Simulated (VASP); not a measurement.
# W3C4 (a cell with a defect) (Qusongite) in VASP: a series of runs

The runs below take W3C4 (a cell with a defect) (Qusongite) through single point, with PBE.

Program: VASP 6.6.1. These are calculated values, not measurements. Logs are shortened: lines on timing, memory, paths and dates and some standing lists are left out, and cuts for length are marked.

**1. The cell of the first run**

The cell holds a defect, 7 atoms: a = 5.813 Å, b = 2.907 Å, c = 5.673 Å, α = 90.00°, β = 90.00°, γ = 120.00°.

**2. Single point, PBE**

Input file INCAR:

```
PREC = Accurate ; ENCUT = 520
EDIFF = 1E-6 ; ISMEAR = 0
SIGMA = 0.1 ; LREAL = False
LASPH = True ; NELM = 120
ALGO = Normal ; ISIF = 2
LWAVE = False ; LCHARG = True
GGA = PE ; LELF = True
LVHAR = True ; NBANDS = 38
GGA_COMPAT = False
```

Input file KPOINTS:

```
Automatic mesh
0
Gamma
  4 4 2
```

Input file POSCAR:

```
W3C4
1.0
    5.8130000000      0.0000000000      0.0000000000
   -1.4532500000      2.5171030000      0.0000000000
    0.0000000000      0.0000000000      5.6732000000
C W
4 3
Direct
    0.3333333002      0.3333332009      0.2500000000
    0.3333333002      0.3333332009      0.7500000000
    0.8333333002      0.3333332009      0.2500000000
    0.8333333002      0.3333332009      0.7500000000
   -0.0053789342     -0.0053788025      0.5000000000
    0.5000000000      0.0000000000      0.0000000000
    0.5000000000      0.0000000000      0.5000000000
```

Potentials or basis: VASP PAW PBE potentials, release 64 (C, W_sv).

The run is started by

```console
$ cat potpaw_PBE.64/C/POTCAR potpaw_PBE.64/W_sv/POTCAR > POTCAR
$ mpirun -np 1 vasp_std > vasp.out
```

OUTCAR:

```text
PREC = Accurate
   ENCUT = 520
   EDIFF = 1E-6
   ISMEAR = 0
   LREAL = False
   LASPH = True
   NELM = 120
   ISIF = 2
   GGA = PE

 ion  position               nearest neighbor table
   1  0.333  0.333  0.250-   6 2.20   7 2.20   6 2.20   7 2.20   5 2.22
   2  0.333  0.333  0.750-   6 2.20   7 2.20   6 2.20   7 2.20   5 2.22
   3  0.833  0.333  0.250-   5 2.19   5 2.19   6 2.20   7 2.20
   4  0.833  0.333  0.750-   5 2.19   5 2.19   6 2.20   7 2.20
   5  0.995  0.995  0.500-   3 2.19   4 2.19   3 2.19   4 2.19   1 2.22   2 2.22   7 2.88   7 2.88
                             7 2.93   7 2.93
   6  0.500  0.000  0.000-   3 2.20   4 2.20   1 2.20   2 2.20   1 2.20   2 2.20   7 2.84   7 2.84

   7  0.500  0.000  0.500-   3 2.20   4 2.20   1 2.20   2 2.20   1 2.20   2 2.20   6 2.84   6 2.84
                             5 2.88   5 2.88   5 2.93   5 2.93

  Warning from LATTYP: Monoclinic adjustment (A1->A3, A2->A1, A3->A2)!
  LATTYP: Found a simple orthorhombic cell.
 ALAT       =     2.9065001419
 B/A-ratio  =     1.7320507512
 C/A-ratio  =     1.9519008164

  Lattice vectors:

 A1 = (   1.4532500000,  -2.5171030000,   0.0000000000)
 A2 = (   4.3597500000,   2.5171030000,   0.0000000000)
 A3 = (   0.0000000000,   0.0000000000,   5.6732000000)

Analysis of symmetry for initial positions (statically):
=====================================================================
 Subroutine PRICEL returns:
 Original cell was already a primitive cell.

 Routine SETGRP: Setting up the symmetry group for a
 simple orthorhombic supercell.

 Subroutine GETGRP returns: Found  4 space group operations
 (whereof  4 operations were pure point group operations)
 out of a pool of  8 trial point group operations.

The static configuration has the point symmetry C_2v.

Analysis of symmetry for dynamics (positions and initial velocities):
=====================================================================
 Subroutine PRICEL returns:
 Original cell was already a primitive cell.

 Routine SETGRP: Setting up the symmetry group for a
 simple orthorhombic supercell.

 Subroutine GETGRP returns: Found  4 space group operations
 (whereof  4 operations were pure point group operations)
 out of a pool of  8 trial point group operations.

The dynamic configuration has the point symmetry C_2v.

 Subroutine INISYM returns: Found  4 space group operations
 (whereof  4 operations are pure point group operations),
 and found     1 'primitive' translations

----------------------------------------------------------------------------------------

                                     Primitive cell

  volume of cell :      83.0098

  direct lattice vectors                    reciprocal lattice vectors
     5.813000000  0.000000000  0.000000000     0.172028213  0.099320528  0.000000000
    -1.453250000  2.517103000  0.000000000     0.000000000  0.397282114  0.000000000
     0.000000000  0.000000000  5.673200000     0.000000000  0.000000000  0.176267362

  length of vectors
     5.813000000  2.906500142  5.673200000     0.198641067  0.397282114  0.176267362

  position of ions in fractional coordinates (direct lattice)
     0.333333300  0.333333201  0.250000000
     0.333333300  0.333333201  0.750000000
     0.833333300  0.333333201  0.250000000
     0.833333300  0.333333201  0.750000000
     0.994621066  0.994621198  0.500000000
     0.500000000  0.000000000  0.000000000
     0.500000000  0.000000000  0.500000000

  ion indices of the primitive-cell ions
   primitive index   ion index
                 1           1
                 2           2
                 3           3
                 4           4
                 5           5
                 6           6
                 7           7

----------------------------------------------------------------------------------------

 KPOINTS: Automatic mesh

Automatic generation of k-mesh.
 Grid dimensions read from file:
 generate k-points for:    4    4    2

 Generating k-lattice:

  Cartesian coordinates                     Fractional coordinates (reciprocal lattice)
     0.043007053  0.024830132  0.000000000     0.250000000  0.000000000  0.000000000
     0.000000000  0.099320528  0.000000000     0.000000000  0.250000000  0.000000000
     0.000000000  0.000000000  0.088133681     0.000000000  0.000000000  0.500000000

  Length of vectors
     0.049660267  0.099320528  0.088133681

  Shift w.r.t. Gamma in fractional coordinates (k-lattice)
     0.000000000  0.000000000  0.000000000

 Subroutine IBZKPT returns following result:
 ===========================================

 Found     18 irreducible k-points:

 Following reciprocal coordinates:
            Coordinates               Weight
  0.000000  0.000000  0.000000      1.000000
  0.250000  0.000000  0.000000      2.000000
  0.500000  0.000000  0.000000      1.000000
  0.000000  0.250000  0.000000      4.000000
  0.250000  0.250000  0.000000      2.000000
 -0.250000  0.250000  0.000000      2.000000
[... 10 lines left out ...]
  0.250000  0.500000  0.500000      2.000000
  0.500000  0.500000  0.500000      1.000000
   k-points           NKPTS =     18   k-points in BZ     NKDIM =     18   number of bands    NBANDS=     38
   number of dos      NEDOS =    301   number of ions     NIONS =      7
   total plane-waves  NPLWV =  48384
   dimension x,y,z NGX =    48 NGY =   24 NGZ =   42
   dimension x,y,z NGXF=    96 NGYF=   48 NGZF=   84
   ions per type =               4   3
   NGX,Y,Z   is equivalent  to a cutoff of  13.73, 13.73, 12.31 a.u.
   NGXF,Y,Z  is equivalent  to a cutoff of  27.46, 27.46, 24.62 a.u.
 SYSTEM =  unknown system
   PREC   = accura    normal or accurate (medium, high low for compatibility)
   ISTART =      0    job   : 0-new  1-cont  2-samecut
   ICHARG =      2    charge: 1-file 2-atom 10-const
   ISPIN  =      1    spin polarized calculation?
   LNONCOLLINEAR =      F non collinear calculations
   LSORBIT =      F    spin-orbit coupling
   LASPH  =      T    aspherical Exc in radial PAW
   ENCUT  =  520.0 eV  38.22 Ry    6.18 a.u.  10.81  5.40 10.55*2*pi/ulx,y,z
   NELM   =    120;   NELMIN=  2; NELMDL= -5     # of ELM steps
   EDIFF  = 0.1E-05   stopping-criterion for ELM
   LREAL  =      F    real-space projection
   EDIFFG = 0.1E-04   stopping-criterion for IOM
   NSW    =      0    number of steps for IOM
   IBRION =     -1    ionic relax: 0-MD 1-quasi-New 2-CG
   NFREE  =      0    steps in history (QN), initial steepest desc. (CG)
   ISIF   =      2    stress and relaxation
   ISYM   =      2    0-nonsym 1-usesym 2-fastsym
   POTIM  = 0.5000    time-step for ionic-motion
   TEBEG  =    0.0;   TEEND  =   0.0 temperature during run
   PSTRESS=    0.0 pullay stress
   NELECT =      58.0000    total number of electrons
   NUPDOWN=      -1.0000    fix difference up-down
   EMIN   =  10.00;   EMAX   =-10.00  energy-range for DOS
   EFERMI =   0.00;   METHOD = LEGACY
   ISMEAR =     0;   SIGMA  =   0.10  broadening in eV -4-tet -1-fermi 0-gaus
   EFERMI_NEDOS =   21; number of points for ismear=-14 and -15
   IALGO  =     38    algorithm
   IMIX   =      4    mixing-type and parameters
     AMIX     =   0.40;   BMIX     =  1.00
     AMIX_MAG =   1.60;   BMIX_MAG =  1.00
  volume/ion in A,a.u.               =      11.86        80.03
  Fermi-wavevector in a.u.,A,eV,Ry     =   1.452695  2.745195 28.712674  2.110322
  Thomas-Fermi vector in A             =   2.570047
   LORBIT       =      0    0 simple, 1 ext, 2 COOP (PROOUT), +10 PAW based schemes
   GGA     = PE    functional components
   LHFCALC =     F    Hartree Fock is set to
   AEXX    =    0.0000 exact exchange contribution
   IVDW    =     0    specifies the selected vdW correction
   LEPSILON=     F    determine dielectric tensor
   LRPA    =     F    only Hartree local field effects (RPA)
 non-spin polarized calculation
 Gauss-broadening in eV      SIGMA  =   0.10
  energy-cutoff  :      520.00
  volume of cell :       83.01
 maximum number of plane-waves:      2261
 NGX is ok and might be reduce to    48
   NGX = 21   NGY = 11   NGZ = 21

 number of electron      58.0000001 magnetization

 Free energy of the ion-electron system (eV)
  ---------------------------------------------------
  ext. energy  EPLUGINS =         0.00000000
  ---------------------------------------------------
  free energy    TOTEN  =       -70.52370534 eV

  energy without entropy =      -70.49761594  energy(sigma->0) =      -70.51066064

 E-fermi :   7.8537     XC(G=0): -12.4121

 val. band max:        7.8499684702   @ k =  -0.2500   0.2500   0.0000
 cond. band min:       7.9134813413   @ k =   0.0000   0.2500   0.0000
 fundamental gap:      0.0635128711
 Fermi energy:         7.8536817797

 k-point     1 :       0.0000    0.0000    0.0000
  band No.  band energies     occupation
      1     -66.4418      2.00000
      2     -65.7819      2.00000
      3     -65.6756      2.00000
      4     -30.7734      2.00000
      5     -30.6940      2.00000
      6     -30.4549      2.00000
[... 30 lines left out ...]
     37      13.0395      0.00000
     38      13.0939      0.00000

 k-point     2 :       0.2500    0.0000    0.0000
  band No.  band energies     occupation
      1     -66.4418      2.00000
      2     -65.7778      2.00000
      3     -65.6798      2.00000
      4     -30.7723      2.00000
      5     -30.6921      2.00000
      6     -30.4549      2.00000
[... 30 lines left out ...]
     37      12.8943      0.00000
     38      13.0571      0.00000

 k-point     3 :       0.5000    0.0000    0.0000
  band No.  band energies     occupation
      1     -66.4418      2.00000
      2     -65.7733      2.00000
      3     -65.6842      2.00000
      4     -30.7712      2.00000
      5     -30.6910      2.00000
      6     -30.4548      2.00000
[... 30 lines left out ...]
     37      12.7750      0.00000
[... 535 lines left out ...]
 k-point    17 :       0.2500    0.5000    0.5000
  band No.  band energies     occupation
      1     -66.4128      2.00000
      2     -65.7447      2.00000
      3     -65.6553      2.00000
      4     -30.9856      2.00000
      5     -30.6308      2.00000
      6     -30.5192      2.00000
[... 30 lines left out ...]
     37      13.0478      0.00000
     38      13.9340      0.00000

 k-point    18 :       0.5000    0.5000    0.5000
  band No.  band energies     occupation
      1     -66.4128      2.00000
      2     -65.7447      2.00000
      3     -65.6553      2.00000
      4     -30.9856      2.00000
      5     -30.6305      2.00000
      6     -30.5194      2.00000
[... 30 lines left out ...]
     37      13.1737      0.00000
     38      13.3202      0.00000

------------------------ aborting loop because EDIFF is reached ----------------------------------------

  FORCE on cell =-STRESS in cart. coord.  units (eV):
  Direction    XX          YY          ZZ          XY          YZ          ZX
  --------------------------------------------------------------------------------------
  -------------------------------------------------------------------------------------
  Total       -3.1129064      0.2636588    -10.4452882     -2.9241914      0.0000000      0.0000000
  in kB      -60.0823954      5.0888942   -201.6051418    -56.4399955      0.0000000      0.0000000
  external PRESSURE =     -85.5328810 kB  Pullay stress =       0.0000000 kB

 VOLUME and BASIS-vectors are now :
 -----------------------------------------------------------------------------
  energy-cutoff  :      520.00
  volume of cell :       83.01
      direct lattice vectors                 reciprocal lattice vectors
     5.813000000  0.000000000  0.000000000     0.172028213  0.099320528  0.000000000
    -1.453250000  2.517103000  0.000000000     0.000000000  0.397282114  0.000000000
     0.000000000  0.000000000  5.673200000     0.000000000  0.000000000  0.176267362

 POSITION                                       TOTAL-FORCE (eV/Angst)
 -----------------------------------------------------------------------------------
      1.45325      0.83903      1.41830         0.900947      0.520162      0.276495
      1.45325      0.83903      4.25490         0.900947      0.520162     -0.276495
      4.35975      0.83903      1.41830        -1.393755     -0.804685      1.036246
      4.35975      0.83903      4.25490        -1.393755     -0.804685     -1.036246
      4.33630      2.50356      2.83660        -0.009412     -0.005434      0.000000
      2.90650      0.00000      0.00000         1.017153      0.587254      0.000000
      2.90650      0.00000      2.83660        -0.022125     -0.012774      0.000000
 -----------------------------------------------------------------------------------
    total drift:                               -0.000051     -0.000123      0.000000

  FREE ENERGIE OF THE ION-ELECTRON SYSTEM (eV)
  ---------------------------------------------------
  free  energy   TOTEN  =       -70.5237053398 eV

  energy  without entropy=      -70.4976159380  energy(sigma->0) =      -70.51066064
```

Run time: 28 s. Hardware: 1 thread of Intel Xeon 6975P-C (Granite Rapids), shared host; peak memory 0.23 GiB.

What came out:

| Property | Result |
| --- | --- |
| Free energy | -70.5237 eV |
| Pressure | -8.6 GPa |
| Largest force | 1.914 eV/Å |
| Band gap on the k mesh | zero (band 29 reaches 8.82 eV, above the bottom of band 30 at 7.78 eV) |

Forces on the atoms (eV/Å):
```
C    0.901  0.520  0.276
C    0.901  0.520 -0.276
C   -1.394 -0.805  1.036
C   -1.394 -0.805 -1.036
W   -0.009 -0.005  0.000
W    1.017  0.587  0.000
W   -0.022 -0.013  0.000
```

Caveat: the k points lie up to 0.62 Å⁻¹ apart; spin-orbit coupling is left out, which moves the levels of the heavy elements.

**3. Single point, PBE**

Input file INCAR:

```
SYSTEM = W3C4
PREC = Accurate ; ENCUT = 520
EDIFF = 1E-6 ; ISMEAR = 0
SIGMA = 0.1 ; LREAL = .FALSE.
LASPH = .TRUE. ; NELM = 120
ALGO = Normal ; ISIF = 2
LWAVE = .FALSE. ; LCHARG = .FALSE.
GGA = PE ; NBANDS = 38
GGA_COMPAT = .FALSE.
```

Input file KPOINTS:

```
regular mesh
0
G
  4 4 2
  0 0 0
```

POSCAR, as its differences from that of step 2:

```diff
@@ -12,3 +12,3 @@
     0.8333333002      0.3333332009      0.7500000000
-   -0.0053789342     -0.0053788025      0.5000000000
+   -0.0007574414     -0.0007576170      0.2500000000
     0.5000000000      0.0000000000      0.0000000000
```

Potentials or basis: VASP PAW PBE potentials, release 64 (C, W_sv).

The run is started by

```console
$ cat potpaw_PBE.64/C/POTCAR potpaw_PBE.64/W_sv/POTCAR > POTCAR
$ mpirun -np 1 vasp_std > vasp.out
```

It took 26 s on 1 thread of Intel Xeon 6975P-C (Granite Rapids), shared host; peak memory 0.23 GiB.

It converged, with:

```yaml
Free_energy: -61.8332 eV
Pressure: 39.0 GPa
Largest_force: 13.754 eV/Å
Band_gap_on_the_k_mesh: zero (band 29 reaches 8.78 eV, above the bottom of band 30 at 7.88 eV)
```

Forces on the atoms (eV/Å):
```
C    11.766   6.793   0.000
C     1.685   0.973   0.000
C   -11.912  -6.877   0.000
C    -1.930  -1.114   0.000
W     0.013   0.008   0.000
W     0.189   0.109  -1.710
W     0.189   0.109   1.710
```

Stress tensor (GPa, compression positive):
```
56.05 -8.64  0.00
-8.64 66.02  0.00
 0.00  0.00 -5.04
```

Levels at points of the mesh, in eV from the Fermi level:
| k point | band 27 | band 28 | band 29 | band 30 | band 31 | band 32 |
| --- | --- | --- | --- | --- | --- | --- |
| (0.00, 0.00, 0.00) | -0.78 | -0.23 | 0.51 | 1.21 | 1.30 | 1.37 |
| (0.50, 0.00, 0.00) | -1.58 | -0.36 | -0.06 | 0.53 | 0.85 | 1.85 |
| (0.00, 0.50, 0.00) | -1.18 | -0.87 | -0.12 | 0.30 | 0.47 | 1.28 |
| (0.50, 0.50, 0.00) | -1.18 | -1.17 | 0.06 | 0.61 | 0.93 | 1.41 |
| (0.00, 0.00, 0.50) | -1.62 | -0.46 | 0.28 | 1.19 | 1.33 | 1.58 |
| (0.50, 0.00, 0.50) | -1.37 | -0.81 | -0.20 | 0.46 | 1.15 | 1.21 |
| (0.00, 0.50, 0.50) | -0.78 | -0.63 | -0.43 | -0.40 | -0.09 | 1.34 |
| (0.50, 0.50, 0.50) | -1.21 | -1.03 | -0.67 | 0.41 | 0.71 | 1.52 |

Caveat: the k points lie up to 0.62 Å⁻¹ apart; spin-orbit coupling is left out, which moves the levels of the heavy elements.

**4. Single point, PBE**

Input file INCAR:

```
PREC     = Accurate       # precision mode
ENCUT    = 520            # plane-wave cutoff, eV
EDIFF    = 1E-6           # SCF threshold, eV
ISMEAR   = 0              # smearing method
SIGMA    = 0.1            # smearing width, eV
LREAL    = False          # projectors in reciprocal space
LASPH    = True           # aspherical terms in the spheres
NELM     = 120            # most SCF steps
ALGO     = Normal         # electronic algorithm
ISIF     = 2              # what is computed and relaxed
LWAVE    = False          # write WAVECAR
LCHARG   = False          # write CHGCAR
GGA      = PE             # functional
NBANDS   = 38             # bands
GGA_COMPAT= False
```

Input file KPOINTS:

```
regular mesh
0
Gamma
  4 4 2
```

POSCAR, as its differences from that of step 3:

```diff
@@ -12,3 +12,3 @@
     0.8333333002      0.3333332009      0.7500000000
-   -0.0007574414     -0.0007576170      0.2500000000
+   -0.0053787622     -0.0053788025      0.0000000000
     0.5000000000      0.0000000000      0.0000000000
```

The run is started by

```console
$ cat potpaw_PBE.64/C/POTCAR potpaw_PBE.64/W_sv/POTCAR > POTCAR
$ mpirun -np 1 vasp_std > vasp.out
```

Run time: 29 s. Hardware: 1 thread of Intel Xeon 6975P-C (Granite Rapids), shared host; peak memory 0.23 GiB.

Results (log left out):

```yaml
Free_energy: -70.5237 eV
Pressure: -8.6 GPa
Largest_force: 1.914 eV/Å
Band_gap_on_the_k_mesh: zero (band 29 reaches 8.82 eV, above the bottom of band 30 at 7.78 eV)
```

Forces on the atoms (eV/Å):
```
C    0.901  0.520 -0.277
C    0.901  0.520  0.277
C   -1.394 -0.805 -1.036
C   -1.394 -0.805  1.036
W   -0.009 -0.005  0.000
W   -0.022 -0.013  0.000
W    1.017  0.587  0.000
```

Stress tensor (GPa, compression positive):
```
 -6.01  -5.64   0.00
 -5.64   0.51   0.00
  0.00   0.00 -20.16
```

Levels at points of the mesh, in eV from the Fermi level:
```
           k point  band 27  band 28  band 29  band 30  band 31  band 32
(0.00, 0.00, 0.00)    -0.40     0.16     0.17     0.78     0.98     1.46
(0.50, 0.00, 0.00)    -1.33    -1.04    -0.56     0.76     1.11     1.68
(0.00, 0.50, 0.00)    -0.90    -0.28     0.47     0.48     1.24     1.99
(0.50, 0.50, 0.00)    -0.91    -0.62    -0.06     0.16     1.35     2.46
(0.00, 0.00, 0.50)    -0.81    -0.75    -0.29     0.60     1.72     1.97
(0.50, 0.00, 0.50)    -1.30    -1.06    -0.50     0.57     0.71     1.50
(0.00, 0.50, 0.50)    -1.63    -0.79     0.97     1.20     1.28     1.32
(0.50, 0.50, 0.50)    -1.58    -1.55    -0.31     0.45     1.40     2.58
```

Caveat: the k points lie up to 0.62 Å⁻¹ apart; spin-orbit coupling is left out, which moves the levels of the heavy elements.
